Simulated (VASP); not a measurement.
# HgTe (rocksalt type) (Fm-3m) in VASP: a series of runs

The runs below take HgTe (rocksalt type) through relaxation of cell and atoms, with PBE.

Everything below comes from runs of VASP 6.6.1. Logs are shortened: lines on timing, memory, paths and dates and some standing lists are left out, and cuts for length are marked.

## Step 1: The cell of the first run

Symmetry: Fm-3m, No. 225, cubic system. The conventional cell has a = 5.957 Å, b = 5.957 Å, c = 5.957 Å, α = 90.00°, β = 90.00°, γ = 90.00°. Within 3.9 Å of Hg (site symmetry m-3m) lie 6 Te at 2.98 Å. Te (site symmetry m-3m) has 6 Hg at 2.98 Å within 3.9 Å.

## Step 2: Relaxation of cell and atoms, PBE

INCAR

```
  PREC = Accurate
  ENCUT = 600
  EDIFF = 1E-6
  ISMEAR = -1
  SIGMA = 0.08
  LREAL = F
  LASPH = T
  NELM = 80
  ALGO = Normal
  ISIF = 3
  LWAVE = F
  LCHARG = F
  GGA = PE
  IBRION = 2
  NSW = 60
  EDIFFG = -0.005
```

KPOINTS

```
Automatic mesh
0
Gamma
  12 12 12
```

POSCAR

```
HgTe
1.0
    0.0000000000      2.9783528050      2.9783528050
    2.9783528050      0.0000000000      2.9783528050
    2.9783528050      2.9783528050      0.0000000000
Hg Te
1 1
Direct
    0.0000000000      0.0000000000      0.0000000000
    0.5000000000      0.5000000000      0.5000000000
```

Potentials or basis: VASP PAW PBE potentials, release 64 (Hg, Te).

Command:

```
$ cat potpaw_PBE.64/Hg/POTCAR potpaw_PBE.64/Te/POTCAR > POTCAR
$ mpirun -np 1 vasp_std > vasp.out
```

OUTCAR:

```text
PREC = Accurate
   ENCUT = 600
   EDIFF = 1E-6
   ISMEAR = -1
   LREAL = F
   LASPH = T
   NELM = 80
   ISIF = 3
   GGA = PE
   IBRION = 2
   NSW = 60
   EDIFFG = -0.005

 ion  position               nearest neighbor table
   1  0.000  0.000  0.000-   2 2.98   2 2.98   2 2.98   2 2.98   2 2.98   2 2.98
   2  0.500  0.500  0.500-   1 2.98   1 2.98   1 2.98   1 2.98   1 2.98   1 2.98

  LATTYP: Found a face centered cubic cell.
 ALAT       =     5.9567056100

  Lattice vectors:

 A1 = (   0.0000000000,   2.9783528050,   2.9783528050)
 A2 = (   2.9783528050,   0.0000000000,   2.9783528050)
 A3 = (   2.9783528050,   2.9783528050,   0.0000000000)

Analysis of symmetry for initial positions (statically):
=====================================================================
 Subroutine PRICEL returns:
 Original cell was already a primitive cell.

 Routine SETGRP: Setting up the symmetry group for a
 face centered cubic supercell.

 Subroutine GETGRP returns: Found 48 space group operations
 (whereof 48 operations were pure point group operations)
 out of a pool of 48 trial point group operations.

The static configuration has the point symmetry O_h .

Analysis of symmetry for dynamics (positions and initial velocities):
=====================================================================
 Subroutine PRICEL returns:
 Original cell was already a primitive cell.

 Routine SETGRP: Setting up the symmetry group for a
 face centered cubic supercell.

 Subroutine GETGRP returns: Found 48 space group operations
 (whereof 48 operations were pure point group operations)
 out of a pool of 48 trial point group operations.

The dynamic configuration has the point symmetry O_h .

 Subroutine INISYM returns: Found 48 space group operations
 (whereof 48 operations are pure point group operations),
 and found     1 'primitive' translations

----------------------------------------------------------------------------------------

                                     Primitive cell

  volume of cell :      52.8395

  direct lattice vectors                    reciprocal lattice vectors
     0.000000000  2.978352805  2.978352805    -0.167878029  0.167878029  0.167878029
     2.978352805  0.000000000  2.978352805     0.167878029 -0.167878029  0.167878029
     2.978352805  2.978352805  0.000000000     0.167878029  0.167878029 -0.167878029

  length of vectors
     4.212026930  4.212026930  4.212026930     0.290773277  0.290773277  0.290773277

  position of ions in fractional coordinates (direct lattice)
     0.000000000  0.000000000  0.000000000
     0.500000000  0.500000000  0.500000000

  ion indices of the primitive-cell ions
   primitive index   ion index
                 1           1
                 2           2

----------------------------------------------------------------------------------------

 KPOINTS: Automatic mesh

Automatic generation of k-mesh.
 Grid dimensions read from file:
 generate k-points for:   12   12   12

 Generating k-lattice:

  Cartesian coordinates                     Fractional coordinates (reciprocal lattice)
    -0.013989836  0.013989836  0.013989836     0.083333333  0.000000000  0.000000000
     0.013989836 -0.013989836  0.013989836     0.000000000  0.083333333  0.000000000
     0.013989836  0.013989836 -0.013989836     0.000000000  0.000000000  0.083333333

  Length of vectors
     0.024231106  0.024231106  0.024231106

  Shift w.r.t. Gamma in fractional coordinates (k-lattice)
     0.000000000  0.000000000  0.000000000

 Subroutine IBZKPT returns following result:
 ===========================================

 Found     72 irreducible k-points:

 Following reciprocal coordinates:
            Coordinates               Weight
  0.000000  0.000000  0.000000      1.000000
  0.083333  0.000000  0.000000      8.000000
  0.166667  0.000000  0.000000      8.000000
  0.250000  0.000000  0.000000      8.000000
  0.333333  0.000000  0.000000      8.000000
  0.416667  0.000000  0.000000      8.000000
[... 16 lines left out ...]
  0.500000  0.166667  0.000000     24.000000
 -0.416667  0.166667  0.000000     24.000000
 [... further k-points ...]
   k-points           NKPTS =     72   k-points in BZ     NKDIM =     72   number of bands    NBANDS=     13
   number of dos      NEDOS =    301   number of ions     NIONS =      2
   total plane-waves  NPLWV =  46656
   dimension x,y,z NGX =    36 NGY =   36 NGZ =   36
   dimension x,y,z NGXF=    72 NGYF=   72 NGZF=   72
   ions per type =               1   1
   NGX,Y,Z   is equivalent  to a cutoff of  14.21, 14.21, 14.21 a.u.
   NGXF,Y,Z  is equivalent  to a cutoff of  28.42, 28.42, 28.42 a.u.
 SYSTEM =  unknown system
   PREC   = accura    normal or accurate (medium, high low for compatibility)
   ISTART =      0    job   : 0-new  1-cont  2-samecut
   ICHARG =      2    charge: 1-file 2-atom 10-const
   ISPIN  =      1    spin polarized calculation?
   LNONCOLLINEAR =      F non collinear calculations
   LSORBIT =      F    spin-orbit coupling
   LASPH  =      T    aspherical Exc in radial PAW
   ENCUT  =  600.0 eV  44.10 Ry    6.64 a.u.   8.41  8.41  8.41*2*pi/ulx,y,z
   NELM   =     80;   NELMIN=  2; NELMDL= -5     # of ELM steps
   EDIFF  = 0.1E-05   stopping-criterion for ELM
   LREAL  =      F    real-space projection
   EDIFFG = -.5E-02   stopping-criterion for IOM
   NSW    =     60    number of steps for IOM
   IBRION =      2    ionic relax: 0-MD 1-quasi-New 2-CG
   NFREE  =      1    steps in history (QN), initial steepest desc. (CG)
   ISIF   =      3    stress and relaxation
   ISYM   =      2    0-nonsym 1-usesym 2-fastsym
   POTIM  = 0.5000    time-step for ionic-motion
   TEBEG  =    0.0;   TEEND  =   0.0 temperature during run
   PSTRESS=    0.0 pullay stress
   NELECT =      18.0000    total number of electrons
   NUPDOWN=      -1.0000    fix difference up-down
   EMIN   =  10.00;   EMAX   =-10.00  energy-range for DOS
   EFERMI =   0.00;   METHOD = LEGACY
   ISMEAR =    -1;   SIGMA  =   0.08  broadening in eV -4-tet -1-fermi 0-gaus
   EFERMI_NEDOS =   21; number of points for ismear=-14 and -15
   IALGO  =     38    algorithm
   IMIX   =      4    mixing-type and parameters
     AMIX     =   0.40;   BMIX     =  1.00
     AMIX_MAG =   1.60;   BMIX_MAG =  1.00
  volume/ion in A,a.u.               =      26.42       178.29
  Fermi-wavevector in a.u.,A,eV,Ry     =   1.143351  2.160620 17.786232  1.307251
  Thomas-Fermi vector in A             =   2.280046
   LORBIT       =      0    0 simple, 1 ext, 2 COOP (PROOUT), +10 PAW based schemes
   GGA     = PE    functional components
   LHFCALC =     F    Hartree Fock is set to
   AEXX    =    0.0000 exact exchange contribution
   IVDW    =     0    specifies the selected vdW correction
   LEPSILON=     F    determine dielectric tensor
   LRPA    =     F    only Hartree local field effects (RPA)
 conjugate gradient relaxation of ions
 non-spin polarized calculation
  energy-cutoff  :      600.00
  volume of cell :       52.84
 maximum number of plane-waves:      1807
 NGX is ok and might be reduce to    36
   NGX = 17   NGY = 17   NGZ = 17

--------------------------------------- Ionic step        1  -------------------------------------------

 number of electron      18.0000001 magnetization

 Free energy of the ion-electron system (eV)
  ---------------------------------------------------
  ext. energy  EPLUGINS =         0.00000000
  ---------------------------------------------------
  free energy    TOTEN  =        -3.26904998 eV

  energy without entropy =       -3.24462824  energy(sigma->0) =       -3.25683911

 E-fermi :   5.2094     XC(G=0): -10.2194

 val. band max:        5.1334715087   @ k =  -0.1667   0.2500   0.0833
 cond. band min:       5.2227383372   @ k =   0.3333   0.0000   0.0000
 fundamental gap:      0.0892668285
 Fermi energy:         5.2093871248

 k-point     1 :       0.0000    0.0000    0.0000
  band No.  band energies     occupation
      1      -7.3353      2.00000
      2      -1.7691      2.00000
      3      -1.7691      2.00000
      4      -1.7068      2.00000
      5      -1.7068      2.00000
      6      -1.7068      2.00000
      7       4.4131      1.99990
      8       4.4131      1.99990
      9       4.4131      1.99990
     10       4.5754      1.99928
     11      12.8996      0.00000
     12      12.8996      0.00000
     13      12.9009      0.00000

 k-point     2 :       0.0833    0.0000    0.0000
  band No.  band energies     occupation
      1      -7.2665      2.00000
      2      -1.7965      2.00000
      3      -1.7965      2.00000
      4      -1.7170      2.00000
      5      -1.6967      2.00000
      6      -1.6967      2.00000
      7       3.2174      2.00000
      8       4.4788      1.99978
      9       4.4788      1.99978
     10       5.7273      0.00308
     11      11.8823      0.00000
[... 484 lines left out ...]
 POSITION                                       TOTAL-FORCE (eV/Angst)
 -----------------------------------------------------------------------------------
      3.07637      3.07637      6.15275         0.000000      0.000000     -0.000000
      3.07637      3.07637      3.07637        -0.000000     -0.000000      0.000000
 -----------------------------------------------------------------------------------
    total drift:                                0.000000      0.000000      0.000000

  FREE ENERGIE OF THE ION-ELECTRON SYSTEM (eV)
  ---------------------------------------------------
  free  energy   TOTEN  =        -3.3546970853 eV

  energy  without entropy=       -3.3276611063  energy(sigma->0) =       -3.34117910

--------------------------------------- Ionic step        5  -------------------------------------------

 number of electron      17.9999999 magnetization

 Free energy of the ion-electron system (eV)
  ---------------------------------------------------
  ext. energy  EPLUGINS =         0.00000000
  ---------------------------------------------------
  free energy    TOTEN  =        -3.35471423 eV

  energy without entropy =       -3.32773457  energy(sigma->0) =       -3.34122440

 E-fermi :   4.1098     XC(G=0):  -9.7562

 val. band max:        4.1013187956   @ k =   0.3333   0.0000   0.0000
 cond. band min:       4.1131803795   @ k =   0.5000   0.0833   0.0000
 fundamental gap:      0.0118615839
 Fermi energy:         4.1098399957

 k-point     1 :       0.0000    0.0000    0.0000
  band No.  band energies     occupation
      1      -7.7404      2.00000
      2      -2.4903      2.00000
      3      -2.4903      2.00000
      4      -2.4332      2.00000
      5      -2.4332      2.00000
      6      -2.4332      2.00000
      7       3.0703      2.00000
      8       3.4585      1.99942
      9       3.4585      1.99942
     10       3.4585      1.99942
     11      11.7444      0.00000
     12      11.7444      0.00000
     13      11.7444      0.00000

 k-point     2 :       0.0833    0.0000    0.0000
  band No.  band energies     occupation
      1      -7.6827      2.00000
      2      -2.5110      2.00000
      3      -2.5110      2.00000
      4      -2.4401      2.00000
      5      -2.4254      2.00000
      6      -2.4254      2.00000
      7       2.1180      2.00000
      8       3.5105      1.99889
      9       3.5105      1.99889
     10       4.3784      0.06733
     11      10.7604      0.00000
[... 376 lines left out ...]
 POSITION                                       TOTAL-FORCE (eV/Angst)
 -----------------------------------------------------------------------------------
      0.00000      0.00000      0.00000         0.000000      0.000000     -0.000000
      3.07481      3.07481      3.07481        -0.000000      0.000000      0.000000
 -----------------------------------------------------------------------------------
    total drift:                                0.000000      0.000000      0.000000

  FREE ENERGIE OF THE ION-ELECTRON SYSTEM (eV)
  ---------------------------------------------------
  free  energy   TOTEN  =        -3.3547142331 eV

  energy  without entropy=       -3.3277345676  energy(sigma->0) =       -3.34122440

 reached required accuracy - stopping structural energy minimisation
```

It took 2 min on 1 thread of Intel Xeon Platinum 8488C (Sapphire Rapids), shared host; peak memory 0.25 GiB.

Results:

```
Free energy                            : -3.3547 eV
Relaxed volume                         : 29.07 Å³/atom
Relaxed cell                           : a = 4.348 Å, b = 4.348 Å, c = 4.348 Å, α = 60.00°, β = 60.00°, γ = 60.00°
Space group after relaxing (to 0.05 Å) : Fm-3m (No. 225)
Energy gained by relaxing              : 42.8 meV/atom
Ionic steps                            : 5
Pressure after relaxing                : 0.0 GPa
Band gap on the k mesh                 : zero (band 9 reaches 4.38 eV, above the bottom of band 10 at 1.96 eV)
```

Step by step:
| step | energy change (eV) | largest force (eV/Å) | pressure (GPa) | volume (Å³) |
| --- | --- | --- | --- | --- |
| 1 | 0.0000 | 0.0000 | 5.73 | 52.84 |
| 2 | -0.0741 | 0.0000 | -1.58 | 60.40 |
| 3 | -0.0857 | 0.0000 | 0.03 | 58.12 |
| 4 | -0.0856 | 0.0000 | -0.06 | 58.23 |
| 5 | -0.0857 | 0.0000 | 0.00 | 58.14 |

Final structure:
```
Hg Te
1.0
     0.00000    3.07481    3.07481
     3.07481    0.00000    3.07481
     3.07481    3.07481    0.00000
Hg Te
1 1
Direct
  0.00000 0.00000 0.00000
  0.50000 0.50000 0.50000
```

Caveat: spin-orbit coupling is left out, which moves the levels of the heavy elements.

(Part 1 of 2 ends here.)
